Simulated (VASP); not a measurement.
# BC6 in VASP: notebook

Runs on BC6. Level: PBE. Tasks: single point.

All numbers are computed with VASP 6.6.1; they aren't measurements. Logs are shortened: lines on timing, memory, paths and dates and some standing lists are left out, and cuts for length are marked.

### Step 1. The cell of the first run

The cell holds a disordered packing, 14 atoms: a = 4.977 Å, b = 4.935 Å, c = 4.826 Å, α = 92.52°, β = 89.42°, γ = 94.55°.

### Step 2. Single point, PBE

The input, INCAR:

```
ALGO     = Normal         # electronic algorithm
EDIFF    = 1E-6           # SCF threshold, eV
ENCUT    = 520            # plane-wave cutoff, eV
GGA      = PE             # functional
GGA_COMPAT= False        
ISIF     = 2              # what is computed and relaxed
ISMEAR   = -1             # smearing method
ISYM     = -1           
LASPH    = True           # aspherical terms in the spheres
LCHARG   = False          # write CHGCAR
LREAL    = False          # projectors in reciprocal space
LWAVE    = False          # write WAVECAR
NBANDS   = 40             # bands
NELM     = 120            # most SCF steps
PREC     = Accurate       # precision mode
SIGMA    = 0.05           # smearing width, eV
```

The input, KPOINTS:

```
explicit points
1
Reciprocal
  0.25000000   0.25000000   0.25000000 1
```

The input, POSCAR:

```
BC6
1.0
    4.9729980000     -0.1966600000      0.0225860000
   -0.1966600000      4.9296060000     -0.1069400000
    0.0225860000     -0.1069400000      4.8244630000
C B
12 2
Direct
    0.4188543890      0.9220859324      0.3271221324
    0.4745239994      0.2097187633      0.8824666549
    0.6374847002      0.5948968950      0.5794423223
    0.1091148738      0.5664684753      0.1810254675
    0.9272261030      0.9868299755      0.3641825564
    0.1232152370      0.6222621513      0.6834741556
    0.8500663752      0.4914308914      0.7120966666
    0.6730745022      0.8519987382      0.4224262233
    0.1428575567      0.7772187298      0.4216546360
    0.3622611214     -0.0089724482      0.0435954129
    0.7657820571      0.2842614289      0.9210224980
    0.1989644358      0.7317236071      0.9603304475
    0.3841969470      0.4384469748      0.6889813534
    0.9554782064      0.2521565923      0.1746615520
```

Potentials or basis: VASP PAW PBE potentials, release 64 (C, B).

Launch:

```
$ cat potpaw_PBE.64/C/POTCAR potpaw_PBE.64/B/POTCAR > POTCAR
$ mpirun -np 1 vasp_std > vasp.out
```

OUTCAR:

```text
EDIFF = 1E-6
   ENCUT = 520
   GGA = PE
   ISIF = 2
   ISMEAR = -1
   ISYM = -1
   LASPH = True
   LREAL = False
   NELM = 120
   PREC = Accurate

 ion  position               nearest neighbor table
   1  0.419  0.922  0.327-   8 1.42  10 1.46   9 1.57
   2  0.475  0.210  0.882-  10 1.43  11 1.48  13 1.59
   3  0.637  0.595  0.579-   7 1.38   8 1.50  13 1.53
   4  0.109  0.566  0.181-  12 1.42   9 1.53  14 1.67
   5  0.927  0.987  0.364-   8 1.41   9 1.58  14 1.63
   6  0.123  0.622  0.683-  12 1.46   7 1.47   9 1.50  13 1.64
   7  0.850  0.491  0.712-   3 1.38   6 1.47  11 1.50
   8  0.673  0.852  0.422-   5 1.41   1 1.42   3 1.50
   9  0.143  0.777  0.422-   6 1.50   4 1.53   1 1.57   5 1.58
  10  0.362  0.991  0.044-   2 1.43   1 1.46  12 1.50
  11  0.766  0.284  0.921-   2 1.48   7 1.50  14 1.57
  12  0.199  0.732  0.960-   4 1.42   6 1.46  10 1.50
  13  0.384  0.438  0.689-   3 1.53   2 1.59   6 1.64
  14  0.955  0.252  0.175-  11 1.57   5 1.63   4 1.67

IMPORTANT INFORMATION: All symmetrisations will be switched off!
NOSYMM: (Re-)initialisation of all symmetry stuff for point group C_1.

----------------------------------------------------------------------------------------

                                     Primitive cell

  volume of cell :     118.0263

  direct lattice vectors                    reciprocal lattice vectors
     4.972998000 -0.196660000  0.022586000     0.201406506  0.008018243 -0.000765162
    -0.196660000  4.929606000 -0.106940000     0.008018243  0.203272777  0.004468247
     0.022586000 -0.106940000  4.824463000    -0.000765162  0.004468247  0.207379581

  length of vectors
     4.976936245  4.934686073  4.825700937     0.201567503  0.203479924  0.207429124

  position of ions in fractional coordinates (direct lattice)
     0.418854389  0.922085932  0.327122132
     0.474523999  0.209718763  0.882466655
     0.637484700  0.594896895  0.579442322
     0.109114874  0.566468475  0.181025467
     0.927226103  0.986829976  0.364182556
     0.123215237  0.622262151  0.683474156
     0.850066375  0.491430891  0.712096667
     0.673074502  0.851998738  0.422426223
     0.142857557  0.777218730  0.421654636
     0.362261121  0.991027552  0.043595413
     0.765782057  0.284261429  0.921022498
     0.198964436  0.731723607  0.960330447
     0.384196947  0.438446975  0.688981353
     0.955478206  0.252156592  0.174661552

  ion indices of the primitive-cell ions
   primitive index   ion index
                 1           1
                 2           2
                 3           3
                 4           4
                 5           5
                 6           6
                 7           7
                 8           8
                 9           9
                10          10
                11          11
                12          12
                13          13
                14          14

----------------------------------------------------------------------------------------

 KPOINTS: explicit points

Read explicit list of k-points.

 Found      1 k-points:

 Following reciprocal coordinates:
            Coordinates               Weight
  0.250000  0.250000  0.250000      1.000000
   k-points           NKPTS =      1   k-points in BZ     NKDIM =      1   number of bands    NBANDS=     40
   number of dos      NEDOS =    301   number of ions     NIONS =     14
   total plane-waves  NPLWV =  57600
   dimension x,y,z NGX =    40 NGY =   40 NGZ =   36
   dimension x,y,z NGXF=    80 NGYF=   80 NGZF=   72
   ions per type =              12   2
   NGX,Y,Z   is equivalent  to a cutoff of  13.36, 13.48, 12.40 a.u.
   NGXF,Y,Z  is equivalent  to a cutoff of  26.72, 26.95, 24.80 a.u.
 SYSTEM =  unknown system
   PREC   = accura    normal or accurate (medium, high low for compatibility)
   ISTART =      0    job   : 0-new  1-cont  2-samecut
   ICHARG =      2    charge: 1-file 2-atom 10-const
   ISPIN  =      1    spin polarized calculation?
   LNONCOLLINEAR =      F non collinear calculations
   LSORBIT =      F    spin-orbit coupling
   LASPH  =      T    aspherical Exc in radial PAW
   ENCUT  =  520.0 eV  38.22 Ry    6.18 a.u.   9.25  9.18  8.97*2*pi/ulx,y,z
   NELM   =    120;   NELMIN=  2; NELMDL= -5     # of ELM steps
   EDIFF  = 0.1E-05   stopping-criterion for ELM
   LREAL  =      F    real-space projection
   EDIFFG = 0.1E-04   stopping-criterion for IOM
   NSW    =      0    number of steps for IOM
   IBRION =     -1    ionic relax: 0-MD 1-quasi-New 2-CG
   NFREE  =      0    steps in history (QN), initial steepest desc. (CG)
   ISIF   =      2    stress and relaxation
   ISYM   =     -1    0-nonsym 1-usesym 2-fastsym
   POTIM  = 0.5000    time-step for ionic-motion
   TEBEG  =    0.0;   TEEND  =   0.0 temperature during run
   PSTRESS=    0.0 pullay stress
   NELECT =      54.0000    total number of electrons
   NUPDOWN=      -1.0000    fix difference up-down
   EMIN   =  10.00;   EMAX   =-10.00  energy-range for DOS
   EFERMI =   0.00;   METHOD = LEGACY
   ISMEAR =    -1;   SIGMA  =   0.05  broadening in eV -4-tet -1-fermi 0-gaus
   EFERMI_NEDOS =   21; number of points for ismear=-14 and -15
   IALGO  =     38    algorithm
   IMIX   =      4    mixing-type and parameters
     AMIX     =   0.40;   BMIX     =  1.00
     AMIX_MAG =   1.60;   BMIX_MAG =  1.00
  volume/ion in A,a.u.               =       8.43        56.89
  Fermi-wavevector in a.u.,A,eV,Ry     =   1.261478  2.383848 21.651328  1.591328
  Thomas-Fermi vector in A             =   2.394935
   LORBIT       =      0    0 simple, 1 ext, 2 COOP (PROOUT), +10 PAW based schemes
   GGA     = PE    functional components
   LHFCALC =     F    Hartree Fock is set to
   AEXX    =    0.0000 exact exchange contribution
   IVDW    =     0    specifies the selected vdW correction
   LEPSILON=     F    determine dielectric tensor
   LRPA    =     F    only Hartree local field effects (RPA)
 non-spin polarized calculation
  energy-cutoff  :      520.00
  volume of cell :      118.03
 maximum number of plane-waves:      3173
 NGX is ok and might be reduce to    40
   NGX = 19   NGY = 19   NGZ = 17

 number of electron      54.0000002 magnetization

 Free energy of the ion-electron system (eV)
  ---------------------------------------------------
  ext. energy  EPLUGINS =         0.00000000
  ---------------------------------------------------
  free energy    TOTEN  =      -115.72150602 eV

  energy without entropy =     -115.72145225  energy(sigma->0) =     -115.72147913

 E-fermi :   4.7637     XC(G=0): -10.8061

 val. band max:        4.2297536627   @ k =   0.2500   0.2500   0.2500
 cond. band min:       5.2976630567   @ k =   0.2500   0.2500   0.2500
 fundamental gap:      1.0679093940
 Fermi energy:         4.7637083490

 k-point     1 :       0.2500    0.2500    0.2500
  band No.  band energies     occupation
      1     -13.9606      2.00000
      2     -12.5111      2.00000
      3     -11.0563      2.00000
      4     -10.3033      2.00000
      5      -9.5873      2.00000
      6      -8.2909      2.00000
[... 31 lines left out ...]
     38      12.9890      0.00000
     39      13.2099      0.00000
 [bands above 39 left out]

------------------------ aborting loop because EDIFF is reached ----------------------------------------

  FORCE on cell =-STRESS in cart. coord.  units (eV):
  Direction    XX          YY          ZZ          XY          YZ          ZX
  --------------------------------------------------------------------------------------
  -------------------------------------------------------------------------------------
  Total        8.0899099    -22.0658343      0.5629694     -2.7893579      9.2470590     -0.8485665
  in kB      109.8184875   -299.5381379      7.6421683    -37.8648299    125.5264945    -11.5190761
  external PRESSURE =     -60.6924940 kB  Pullay stress =       0.0000000 kB

 VOLUME and BASIS-vectors are now :
 -----------------------------------------------------------------------------
  energy-cutoff  :      520.00
  volume of cell :      118.03
      direct lattice vectors                 reciprocal lattice vectors
     4.972998000 -0.196660000  0.022586000     0.201406506  0.008018243 -0.000765162
    -0.196660000  4.929606000 -0.106940000     0.008018243  0.203272777  0.004468247
     0.022586000 -0.106940000  4.824463000    -0.000765162  0.004468247  0.207379581

 POSITION                                       TOTAL-FORCE (eV/Angst)
 -----------------------------------------------------------------------------------
      1.90901      4.42817      1.48904        -0.103633      0.505227     -0.140847
      2.33849      0.84614      4.24572         1.244736      0.451310     -0.276022
      3.06631      2.74527      2.74628         0.463036      0.720407      0.328695
      0.43532      2.75165      0.81524        -0.014611     -0.519267      0.369494
      4.42525      4.64339      1.67240        -0.796425     -0.756857     -0.150949
      0.50581      2.97018      3.23363         1.083402     -1.090905      0.154964
      4.14682      2.17923      3.40213        -0.830563     -1.029964      0.208505
      3.18919      4.02248      1.96207        -0.197877     -0.376883      0.235551
      0.56711      3.75820      1.95437         0.895100      0.663599     -0.059148
      1.60761      4.80947      0.11253        -0.605832     -1.186626      0.496270
      3.77313      1.15220      4.43034        -0.160613      1.134621     -0.160078
      0.86724      3.46528      4.55932        -0.134111      0.674346     -0.648504
      1.83995      2.01214      3.28575        -0.927391      0.098893      0.106327
      4.70595      1.03645      0.83726         0.084781      0.712102     -0.464258
 -----------------------------------------------------------------------------------
    total drift:                                0.000028     -0.000086     -0.000408

  FREE ENERGIE OF THE ION-ELECTRON SYSTEM (eV)
  ---------------------------------------------------
  free  energy   TOTEN  =      -115.7215060208 eV

  energy  without entropy=     -115.7214522485  energy(sigma->0) =     -115.72147913
```

Run time: 16 s. Hardware: 1 thread of Intel Xeon 8259CL, shared host; peak memory 0.18 GiB.

What came out:

```
Free energy   : -115.7215 eV
Pressure      : -6.1 GPa
Largest force : 1.545 eV/Å
```

Forces in eV/Å, atoms in the order of the input:
```
C   -0.104  0.505 -0.141
C    1.245  0.451 -0.276
C    0.463  0.720  0.329
C   -0.015 -0.519  0.369
C   -0.796 -0.757 -0.151
C    1.083 -1.091  0.155
C   -0.831 -1.030  0.209
C   -0.198 -0.377  0.236
C    0.895  0.664 -0.059
C   -0.606 -1.187  0.496
C   -0.161  1.135 -0.160
C   -0.134  0.674 -0.649
B   -0.927  0.099  0.106
B    0.085  0.712 -0.464
```

Stress tensor (GPa, compression positive):
```
 10.98  -3.79  -1.15
 -3.79 -29.95  12.55
 -1.15  12.55   0.76
```

Caveat: the atoms stand as in a frame of molecular dynamics.

### Step 3. Single point, PBE

The input, INCAR:

```
SYSTEM = BC6
PREC = Accurate ; ENCUT = 520
EDIFF = 1E-6 ; ISMEAR = -1
SIGMA = 0.05 ; LREAL = .False.
LASPH = .True. ; NELM = 120
ALGO = Normal ; ISIF = 2
LWAVE = .False. ; LCHARG = .False.
GGA = PE ; ISYM = -1
NBANDS = 40 ; GGA_COMPAT = .False.
```

KPOINTS is that of step 2.

The input, POSCAR:

```
BC6
1.0
    4.9729980000     -0.1966600000      0.0225860000
   -0.1966600000      4.9296060000     -0.1069400000
    0.0225860000     -0.1069400000      4.8244630000
C B
12 2
Direct
    0.4447098949      0.9095104861      0.3635842650
    0.5200953283      0.1956362342      0.9204283390
    0.6661965783      0.5878415947      0.6243990397
    0.1587282906      0.5471467689      0.2167896900
    0.9483548590      0.9610193353      0.3943259312
    0.1710767699      0.5934443031      0.7282087134
    0.8822538475      0.4716631971      0.7430118289
    0.6940263946      0.8461435813      0.4619996701
    0.1774462362      0.7534689614      0.4526887594
    0.3901757747     -0.0168585040      0.0836473700
    0.8012902579      0.2793288376      0.9503214107
    0.2430092475      0.7239142928      1.0007297781
    0.4162351748      0.4336504920      0.7447097213
    0.9839190327      0.2415606702      0.2053900512
```

Potentials or basis: VASP PAW PBE potentials, release 64 (C, B).

Launch:

```
$ cat potpaw_PBE.64/C/POTCAR potpaw_PBE.64/B/POTCAR > POTCAR
$ mpirun -np 1 vasp_std > vasp.out
```

Run time: 20 s. Hardware: 1 thread of Intel Xeon 8259CL, shared host; peak memory 0.18 GiB.

It converged, with:

- Free energy: -115.4651 eV
- Pressure: -3.0 GPa
- Largest force: 3.511 eV/Å

Forces on the atoms (eV/Å):
```
C   -0.682  0.926  0.072
C   -0.460  0.755 -0.336
C    1.038  0.779  0.069
C   -0.858 -0.346 -0.002
C    0.532  0.661 -0.461
C   -2.571  1.379 -1.954
C    0.522  0.654 -0.011
C    0.804 -1.821  0.884
C    0.529  0.857  1.812
C    0.371 -0.676  0.472
C   -0.026 -0.521  1.076
C   -1.079 -1.038 -1.178
B    0.965 -1.403 -0.320
B    0.917 -0.206 -0.124
```

Stress tensor (GPa, compression positive):
```
 15.26  -2.90  -3.01
 -2.90 -27.86  14.29
 -3.01  14.29   3.64
```

Levels at points of the mesh, in eV from the Fermi level:
```tsv
k point	band 24	band 25	band 26	band 27	band 28	band 29	band 30	band 31
(0.25, 0.25, 0.25)	-2.54	-2.10	-1.20	-0.55	0.55	1.27	2.60	3.49
```

Caveat: the atoms stand as in a frame of molecular dynamics.

### Step 4. Single point, PBE

This run uses another cell than the first one, of 7.34 Å³/atom.

The input, INCAR:

```
SYSTEM = BC6
  PREC = Accurate
  ENCUT = 520
  EDIFF = 1E-6
  ISMEAR = 0
  SIGMA = 0.1
  LREAL = .FALSE.
  LASPH = .TRUE.
  NELM = 100
  ALGO = Normal
  ISIF = 2
  LWAVE = .FALSE.
  LCHARG = .FALSE.
  GGA = PE
  NBANDS = 40
```

The input, KPOINTS:

```
regular mesh
0
G
  7 8 7
  0 0 0
```

The input, POSCAR:

```
BC6
1.0
    5.0759140000      0.1241730000      0.1477230000
    0.0796310000      4.0246490000     -0.2843720000
    0.1308390000     -0.2503960000      5.0537940000
C B
12 2
Direct
    0.4276037321      0.9925521526      0.4127598361
    0.5466653934      0.1804134916      0.9244879849
    0.6826886692      0.5442942807      0.5977026552
    0.1099040016      0.6012287505      0.2358550608
    0.9379221533      0.9371259574      0.3720410123
    0.1651603632      0.6061323369      0.7319894307
    0.8962948586      0.4662310722      0.7523830880
    0.6855928732      0.8175987713      0.4566052543
    0.1907342245      0.7904049874      0.4850446248
    0.3978892836      0.0027820926      0.1048934109
    0.8069959078      0.2725557344      0.9556964125
    0.2300449032      0.7517902234      0.0077603060
    0.4414775253      0.3229316177      0.6592985236
    0.9785435906      0.2414292870      0.1937166660
```

Potentials or basis: VASP PAW PBE potentials, release 64 (C, B).

Launch:

```
$ cat potpaw_PBE.64/C/POTCAR potpaw_PBE.64/B/POTCAR > POTCAR
$ mpirun -np 1 vasp_std > vasp.out
```

OUTCAR:

```text
SYSTEM = BC6
   PREC = Accurate
   ENCUT = 520
   EDIFF = 1E-6
   ISMEAR = 0
   LREAL = .FALSE.
   LASPH = .TRUE.
   NELM = 100
   ISIF = 2
   GGA = PE

 ion  position               nearest neighbor table
   1  0.428  0.993  0.413-   8 1.50   9 1.53  10 1.58  13 1.72
   2  0.547  0.180  0.924-  11 1.40  10 1.43  13 1.63
   3  0.683  0.544  0.598-   8 1.38   7 1.42  13 1.59
   4  0.110  0.601  0.236-   9 1.48  12 1.48  14 1.62   5 1.64
   5  0.938  0.937  0.372-   8 1.45   9 1.56  14 1.62   4 1.64
   6  0.165  0.606  0.732-   7 1.50  12 1.51   9 1.53  13 1.77
[... 1253 lines left out ...]
  energy-cutoff  :      520.00
  volume of cell :      102.75
      direct lattice vectors                 reciprocal lattice vectors
     5.075914000  0.124173000  0.147723000     0.197268332 -0.004278954 -0.005319137
     0.079631000  4.024649000 -0.284372000    -0.006467733  0.249482063  0.012528319
     0.130839000 -0.250396000  5.053794000    -0.006130110  0.014163184  0.198731579

 POSITION                                       TOTAL-FORCE (eV/Angst)
 -----------------------------------------------------------------------------------
      2.30352      3.94442      1.86692        -0.024987      0.040133      0.016564
      2.91015      0.56249      4.70162        -0.016481      0.021900      0.014577
      3.58681      2.12570      2.96673        -0.052769     -0.029127     -0.055372
      0.63660      2.37432      1.03723         0.001459     -0.080552     -0.053333
      4.88411      3.79491      1.75228        -0.046646      0.024022      0.024315
      0.98238      2.27669      3.55135        -0.017038     -0.027417     -0.029313
      4.68508      1.79932      3.80221         0.073469      0.028838      0.053288
      3.60486      3.26135      2.17636         0.047040      0.012534     -0.040076
      1.09455      3.08333      2.25472         0.015883      0.028924      0.026579
      2.03360      0.03434      0.58810         0.035720      0.055600      0.035766
      4.24299      0.95785      4.87160         0.052615     -0.021859      0.039746
      1.22857      3.05231     -0.14059        -0.027120     -0.091737      0.014071
      2.35288      1.18942      3.30534        -0.040992     -0.002097     -0.050248
      5.01157      1.04467      1.05490        -0.000153      0.040838      0.003437
 -----------------------------------------------------------------------------------
    total drift:                               -0.000041     -0.000040      0.000131

  FREE ENERGIE OF THE ION-ELECTRON SYSTEM (eV)
  ---------------------------------------------------
  free  energy   TOTEN  =      -117.4692162736 eV

  energy  without entropy=     -117.4669199067  energy(sigma->0) =     -117.46806809
```

Wall time 4.8 min (1 thread of Intel Xeon 6975P-C (Granite Rapids), shared host); peak memory 0.6 GiB.

Results:

- Free energy: -117.4692 eV
- Pressure: 0.5 GPa
- Largest force: 0.097 eV/Å
- Band gap on the k mesh: zero (bands 27 and 28 overlap by 0.07 eV)

Forces on the atoms (eV/Å):
```
C   -0.025  0.040  0.017
C   -0.016  0.022  0.015
C   -0.053 -0.029 -0.055
C    0.001 -0.081 -0.053
C   -0.047  0.024  0.024
C   -0.017 -0.027 -0.029
C    0.073  0.029  0.053
C    0.047  0.013 -0.040
C    0.016  0.029  0.027
C    0.036  0.056  0.036
C    0.053 -0.022  0.040
C   -0.027 -0.092  0.014
B   -0.041 -0.002 -0.050
B    0.000  0.041  0.003
```

Stress tensor (GPa, compression positive):
```
 0.72 -0.10  0.12
-0.10  0.28  0.34
 0.12  0.34  0.47
```

### Step 5. Overview

| cell | k mesh | smearing | pressure (GPa) | largest force (eV/Å) |
| --- | --- | --- | --- | --- |
| a = 4.977, b = 4.935, c = 4.826 Å, angles 92.5, 89.4, 94.6°, 14 atoms, atomic positions A | 1 × 1 × 1, shifted | fermi-dirac 0.05 eV | -6.1 | 1.55 |
| a = 4.977, b = 4.935, c = 4.826 Å, angles 92.5, 89.4, 94.6°, 14 atoms, atomic positions B | 1 × 1 × 1, shifted | fermi-dirac 0.05 eV | -3.0 | 3.51 |
| a = 5.080, b = 4.035, c = 5.062 Å, angles 96.8, 86.9, 87.6°, 14 atoms, atomic positions C | 7 × 8 × 7 | gaussian 0.1 eV | 0.5 | 0.10 |

Alike in all rows: task single point; level PBE; potentials or basis VASP PAW PBE potentials, release 64 (C, B); no spin polarisation; cutoff (eV) 520.

Caveats: the atoms stand as in a frame of molecular dynamics (at least some runs).

Total energies depend on the potentials used, so only differences within one code and one set of settings carry meaning.

The gap in the log of VASP goes by the Fermi energy; the results here count the filled bands.